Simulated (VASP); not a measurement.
# ZnCd3Se3S (R3m) in VASP: a series of runs, part 3 of 3

VASP 6.6.1. Earlier steps stand in the parts before.

### 4 Single point, PBE

This run uses another cell than the first one, of 27.12 Å³/atom, 1.136 times its volume.

File INCAR:

```
SYSTEM = ZnCd3Se3S
PREC     = Accurate       ! precision mode
ENCUT    = 520            ! plane-wave cutoff, eV
EDIFF    = 1E-6           ! SCF threshold, eV
ISMEAR   = 0              ! smearing method
SIGMA    = 0.01           ! smearing width, eV
LREAL    = .False.        ! projectors in reciprocal space
LASPH    = .True.         ! aspherical terms in the spheres
NELM     = 100            ! most SCF steps
ALGO     = Normal         ! electronic algorithm
ISIF     = 2              ! what is computed and relaxed
LWAVE    = .False.        ! write WAVECAR
LCHARG   = .True.         ! write CHGCAR
GGA      = PE             ! functional
LELF     = .True.         ! ELF
LVHAR    = .True.       
NBANDS   = 46             ! bands
```

File KPOINTS:

```
Automatic mesh
0
Gamma
  6 6 6
  0 0 0
```

File POSCAR:

```
ZnCd3Se3S
1.0
    4.2554646937      2.4568936864      3.4587035832
   -4.2554646937      2.4568936864      3.4587035832
    0.0000000000     -4.9137873728      3.4587035833
Zn Cd Se S
1 3 3 1
Direct
    0.9919011776      0.9919011776      0.9919011776
    0.5064556548      0.9961268012      0.5064556548
    0.9961268012      0.5064556548      0.5064556548
    0.5064556548      0.5064556548      0.9961268012
    0.2374641408      0.7624697287      0.2374641408
    0.7624697287      0.2374641408      0.2374641408
    0.2374641408      0.2374641408      0.7624697287
    0.7616827013      0.7616827013      0.7616827013
```

Potentials or basis: VASP PAW PBE potentials, release 64 (Zn, Cd, Se, S).

The run is started by

```console
$ cat potpaw_PBE.64/Zn/POTCAR potpaw_PBE.64/Cd/POTCAR potpaw_PBE.64/Se/POTCAR potpaw_PBE.64/S/POTCAR > POTCAR
$ mpirun -np 1 vasp_std > vasp.out
```

OUTCAR:

```text
SYSTEM = ZnCd3Se3S
   PREC = Accurate
   ENCUT = 520
   EDIFF = 1E-6
   ISMEAR = 0
   LREAL = .False.
   LASPH = .True.
   NELM = 100
   ISIF = 2
   GGA = PE

 ion  position               nearest neighbor table
   1  0.992  0.992  0.992-   8 2.39   7 2.50   5 2.50   6 2.50
   2  0.506  0.996  0.506-   8 2.59   6 2.66   7 2.66   5 2.67
   3  0.996  0.506  0.506-   8 2.59   5 2.66   7 2.66   6 2.67
   4  0.506  0.506  0.996-   8 2.59   6 2.66   5 2.66   7 2.67
   5  0.237  0.762  0.237-   1 2.50   3 2.66   4 2.66   2 2.67
   6  0.762  0.237  0.237-   1 2.50   2 2.66   4 2.66   3 2.67
   7  0.237  0.237  0.762-   1 2.50   2 2.66   3 2.66   4 2.67
   8  0.762  0.762  0.762-   1 2.39   4 2.59   3 2.59   2 2.59

  LATTYP: Found a trigonal (rhomboedric) cell.
 ALAT       =     6.0089880032
 COS(alpha) =    -0.0030470502

  Lattice vectors:

 A1 = (   4.2554646937,   2.4568936864,   3.4587035832)
 A2 = (  -4.2554646937,   2.4568936864,   3.4587035832)
 A3 = (   0.0000000000,  -4.9137873728,   3.4587035833)

Analysis of symmetry for initial positions (statically):
=====================================================================
 Subroutine PRICEL returns:
 Original cell was already a primitive cell.

 Routine SETGRP: Setting up the symmetry group for a
 trigonal (rhombohedral) supercell.

 Subroutine GETGRP returns: Found  6 space group operations
 (whereof  6 operations were pure point group operations)
 out of a pool of 12 trial point group operations.

The static configuration has the point symmetry C_3v.

Analysis of symmetry for dynamics (positions and initial velocities):
=====================================================================
 Subroutine PRICEL returns:
 Original cell was already a primitive cell.

 Routine SETGRP: Setting up the symmetry group for a
 trigonal (rhombohedral) supercell.

 Subroutine GETGRP returns: Found  6 space group operations
 (whereof  6 operations were pure point group operations)
 out of a pool of 12 trial point group operations.

The dynamic configuration has the point symmetry C_3v.

 Subroutine INISYM returns: Found  6 space group operations
 (whereof  6 operations are pure point group operations),
 and found     1 'primitive' translations

----------------------------------------------------------------------------------------

                                     Primitive cell

  volume of cell :     216.9691

  direct lattice vectors                    reciprocal lattice vectors
     4.255464694  2.456893686  3.458703583     0.117495981  0.067836336  0.096375224
    -4.255464694  2.456893686  3.458703583    -0.117495981  0.067836336  0.096375224
     0.000000000 -4.913787373  3.458703583     0.000000000 -0.135672673  0.096375224

  length of vectors
     6.008988003  6.008988003  6.008988003     0.166418923  0.166418923  0.166418923

  position of ions in fractional coordinates (direct lattice)
     0.991901178  0.991901178  0.991901178
     0.506455655  0.996126801  0.506455655
     0.996126801  0.506455655  0.506455655
     0.506455655  0.506455655  0.996126801
     0.237464141  0.762469729  0.237464141
     0.762469729  0.237464141  0.237464141
     0.237464141  0.237464141  0.762469729
     0.761682701  0.761682701  0.761682701
[... 37 lines left out ...]

 Following reciprocal coordinates:
            Coordinates               Weight
  0.000000  0.000000  0.000000      1.000000
  0.166667  0.000000 -0.000000      6.000000
  0.333333  0.000000 -0.000000      6.000000
  0.500000 -0.000000 -0.000000      3.000000
  0.166667  0.166667 -0.000000      6.000000
  0.333333  0.166667 -0.000000     12.000000
[... 16 lines left out ...]
  0.500000  0.500000  0.166667      6.000000
 -0.333333  0.500000  0.166667     12.000000
 [... further k-points ...]
   k-points           NKPTS =     32   k-points in BZ     NKDIM =     32   number of bands    NBANDS=     46
   number of dos      NEDOS =    301   number of ions     NIONS =      8
   total plane-waves  NPLWV = 110592
   dimension x,y,z NGX =    48 NGY =   48 NGZ =   48
   dimension x,y,z NGXF=    96 NGYF=   96 NGZF=   96
   ions per type =               1   3   3   1
   NGX,Y,Z   is equivalent  to a cutoff of  13.28, 13.28, 13.28 a.u.
   NGXF,Y,Z  is equivalent  to a cutoff of  26.56, 26.56, 26.56 a.u.
 SYSTEM =  ZnCd3Se3S
   PREC   = accura    normal or accurate (medium, high low for compatibility)
   ISTART =      0    job   : 0-new  1-cont  2-samecut
   ICHARG =      2    charge: 1-file 2-atom 10-const
   ISPIN  =      1    spin polarized calculation?
   LNONCOLLINEAR =      F non collinear calculations
   LSORBIT =      F    spin-orbit coupling
   LASPH  =      T    aspherical Exc in radial PAW
   ENCUT  =  520.0 eV  38.22 Ry    6.18 a.u.  11.17 11.17 11.17*2*pi/ulx,y,z
   NELM   =    100;   NELMIN=  2; NELMDL= -5     # of ELM steps
   EDIFF  = 0.1E-05   stopping-criterion for ELM
   LREAL  =      F    real-space projection
   EDIFFG = 0.1E-04   stopping-criterion for IOM
   NSW    =      0    number of steps for IOM
   IBRION =     -1    ionic relax: 0-MD 1-quasi-New 2-CG
   NFREE  =      0    steps in history (QN), initial steepest desc. (CG)
   ISIF   =      2    stress and relaxation
   ISYM   =      2    0-nonsym 1-usesym 2-fastsym
   POTIM  = 0.5000    time-step for ionic-motion
   TEBEG  =    0.0;   TEEND  =   0.0 temperature during run
   PSTRESS=    0.0 pullay stress
   NELECT =      72.0000    total number of electrons
   NUPDOWN=      -1.0000    fix difference up-down
   EMIN   =  10.00;   EMAX   =-10.00  energy-range for DOS
   EFERMI =   0.00;   METHOD = LEGACY
   ISMEAR =     0;   SIGMA  =   0.01  broadening in eV -4-tet -1-fermi 0-gaus
   EFERMI_NEDOS =   21; number of points for ismear=-14 and -15
   IALGO  =     38    algorithm
   IMIX   =      4    mixing-type and parameters
     AMIX     =   0.40;   BMIX     =  1.00
     AMIX_MAG =   1.60;   BMIX_MAG =  1.00
  volume/ion in A,a.u.               =      27.12       183.02
  Fermi-wavevector in a.u.,A,eV,Ry     =   1.133408  2.141831 17.478236  1.284614
  Thomas-Fermi vector in A             =   2.270111
   LORBIT       =      0    0 simple, 1 ext, 2 COOP (PROOUT), +10 PAW based schemes
   GGA     = PE    functional components
   LHFCALC =     F    Hartree Fock is set to
   AEXX    =    0.0000 exact exchange contribution
   IVDW    =     0    specifies the selected vdW correction
   LEPSILON=     F    determine dielectric tensor
   LRPA    =     F    only Hartree local field effects (RPA)
 non-spin polarized calculation
 Gauss-broadening in eV      SIGMA  =   0.01
  energy-cutoff  :      520.00
  volume of cell :      216.97
 maximum number of plane-waves:      5874
 NGX is ok and might be reduce to    48
   NGX = 23   NGY = 23   NGZ = 23

 number of electron      71.9999998 magnetization

 Free energy of the ion-electron system (eV)
  ---------------------------------------------------
  ext. energy  EPLUGINS =         0.00000000
  ---------------------------------------------------
  free energy    TOTEN  =       -23.11232900 eV

  energy without entropy =      -23.11232900  energy(sigma->0) =      -23.11232900

 E-fermi :   0.9172     XC(G=0):  -8.8535

 val. band max:        0.8525400747   @ k =   0.0000   0.0000   0.0000
 cond. band min:       1.5536083112   @ k =   0.0000   0.0000   0.0000
 fundamental gap:      0.7010682366
 Fermi energy:         0.9171551812

 k-point     1 :       0.0000    0.0000    0.0000
  band No.  band energies     occupation
      1     -11.6150      2.00000
      2     -11.0233      2.00000
      3     -11.0233      2.00000
      4     -11.0115      2.00000
      5      -6.8810      2.00000
      6      -6.8810      2.00000
[... 1165 lines left out ...]
     45       7.3474      0.00000
     46       7.4903      0.00000

 [... further k-points ...]
[... 5 lines left out ...]
  --------------------------------------------------------------------------------------
  -------------------------------------------------------------------------------------
  Total        0.3435491      0.3435491      0.3313115      0.0000000     -0.0000000     -0.0000000
  in kB        2.5368888      2.5368888      2.4465221      0.0000000     -0.0000000     -0.0000000
  external PRESSURE =       2.5067666 kB  Pullay stress =       0.0000000 kB

 VOLUME and BASIS-vectors are now :
 -----------------------------------------------------------------------------
  energy-cutoff  :      520.00
  volume of cell :      216.97
      direct lattice vectors                 reciprocal lattice vectors
     4.255464694  2.456893686  3.458703583     0.117495981  0.067836336  0.096375224
    -4.255464694  2.456893686  3.458703583    -0.117495981  0.067836336  0.096375224
     0.000000000 -4.913787373  3.458703583     0.000000000 -0.135672673  0.096375224

 POSITION                                       TOTAL-FORCE (eV/Angst)
 -----------------------------------------------------------------------------------
      0.00000      0.00000     10.29208         0.000000     -0.000000     -0.003747
     -2.08378      1.20307      6.94867         0.000092     -0.000053     -0.000258
      2.08378      1.20307      6.94867        -0.000092     -0.000053     -0.000258
      0.00000     -2.40614      6.94867         0.000000      0.000106     -0.000258
     -2.23414      1.28988      4.27979        -0.011263      0.006503     -0.003537
      2.23414      1.28988      4.27979         0.011263      0.006503     -0.003537
      0.00000     -2.57977      4.27979         0.000000     -0.013006     -0.003537
      0.00000      0.00000      7.90330         0.000000     -0.000000      0.015131
 -----------------------------------------------------------------------------------
    total drift:                                0.000000     -0.000015     -0.002013

  FREE ENERGIE OF THE ION-ELECTRON SYSTEM (eV)
  ---------------------------------------------------
  free  energy   TOTEN  =       -23.1123289951 eV

  energy  without entropy=      -23.1123289951  energy(sigma->0) =      -23.11232900
```

Run time: 5.3 min. Hardware: 1 thread of Intel Xeon 6975P-C, shared host; peak memory 0.53 GiB.

What came out:

```
Free energy            : -23.1123 eV
Pressure               : 0.3 GPa
Largest force          : 0.015 eV/Å
Band gap on the k mesh : 0.70 eV, direct
```

Forces on the atoms (eV/Å):
```
Zn   0.000  0.000 -0.004
Cd   0.000  0.000  0.000
Cd   0.000  0.000  0.000
Cd   0.000  0.000  0.000
Se  -0.011  0.007 -0.004
Se   0.011  0.007 -0.004
Se   0.000 -0.013 -0.004
S    0.000  0.000  0.015
```

Levels at points of the mesh, in eV from the valence-band top:
```
           k point  band 34  band 35  band 36  band 37  band 38  band 39
(0.00, 0.00, 0.00)    -0.04    -0.04     0.00     0.70     3.17     3.17
(0.50, 0.00, 0.00)    -1.07    -0.91    -0.74     3.22     3.38     4.26
(0.50, 0.50, 0.00)    -0.89    -0.72    -0.44     3.45     3.83     3.92
(0.50, 0.50, 0.50)    -0.61    -0.45    -0.45     2.28     2.43     2.54
```

### 5 Overview

```tsv
cell	smearing	gap on the mesh (eV)	pressure (GPa)	largest force (eV/Å)
a = 5.758 Å, angles 90.2°, 8 atoms	gaussian 0.02 eV	1.02	8.9	0.03
a = 6.009 Å, angles 90.2°, 8 atoms	gaussian 0.02 eV	0.70	0.2	0.02
a = 6.009 Å, angles 90.2°, 8 atoms	gaussian 0.01 eV	0.70	0.3	0.02
```

Alike in all rows: task single point; level PBE; potentials or basis VASP PAW PBE potentials, release 64 (Zn, Cd, Se, S); no spin polarisation; k mesh 6 × 6 × 6; cutoff (eV) 520.

Absolute energies hang on the potentials; compare differences alone.
